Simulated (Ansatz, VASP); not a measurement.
# CdBr: VASP beside Ansatz

File INCAR:

```
  PREC = Accurate
  ENCUT = 520
  EDIFF = 1E-7
  ISMEAR = -1
  SIGMA = 0.05
  LREAL = F
  LASPH = T
  NELM = 60
  ALGO = Normal
  ISIF = 2
  LWAVE = F
  LCHARG = T
  GGA = PE
  LELF = T
  LVHAR = T
  NBANDS = 16
```

The input KPOINTS:

```
Automatic mesh
0
Gamma
  8 8 8
```

POSCAR

```
CdBr
1.0
    0.0000000000      3.0096715735      3.0096715735
    3.0096715735      0.0000000000      3.0096715735
    3.0096715735      3.0096715735      0.0000000000
Cd Br
1 1
Direct
    0.0000000000      0.0000000000      0.0000000000
    0.5000000000      0.5000000000      0.5000000000
```

input.yaml

```yaml
crystal:
  lattice:
    - [0.0, 3.0096715735, 3.0096715735]
    - [3.0096715735, 0.0, 3.0096715735]
    - [3.0096715735, 3.0096715735, 0.0]
  atoms:
    - { symbol: Cd, position: [0.0, 0.0, 0.0] }
    - { symbol: Br, position: [0.5, 0.5, 0.5] }
kpoints:
  mp_grid: { grid: [8, 8, 8] }
scf:
  occupations: { method: fermi_dirac, width: 0.05 }
hamiltonian:
  xc: pbe
  pseudopotentials: { kind: all_electron, lapw: { basis_error: 0.0005 } }
output:
  forces: true
  stress: true
  eigenvalues: true
```

Change from the starting cell: volume scaled by 0.94.

Alike in both runs: task single point; functional PBE; k mesh 8 × 8 × 8; occupations fermi-dirac, width 0.05 eV; no spin polarisation.

```csv
,VASP,Ansatz
version,VASP 6.6.1,Ansatz 0.2.0
potentials or method,"VASP PAW PBE potentials, release 64 (Cd, Br), cutoff 520 eV","all-electron LAPW, scalar-relativistic"
```

VASP gave:

- gap on the k mesh at the Fermi level (eV): none
- pressure (GPa): 3.5

**Question.** What did Ansatz give for the same quantities?

**Answer.** gap on the k mesh at the Fermi level (eV): none; pressure (GPa): 3.4.

A gap of «none» marks a metal or a gap that the smearing closes. Ansatz ran all-electron here, and VASP with PAW potentials.
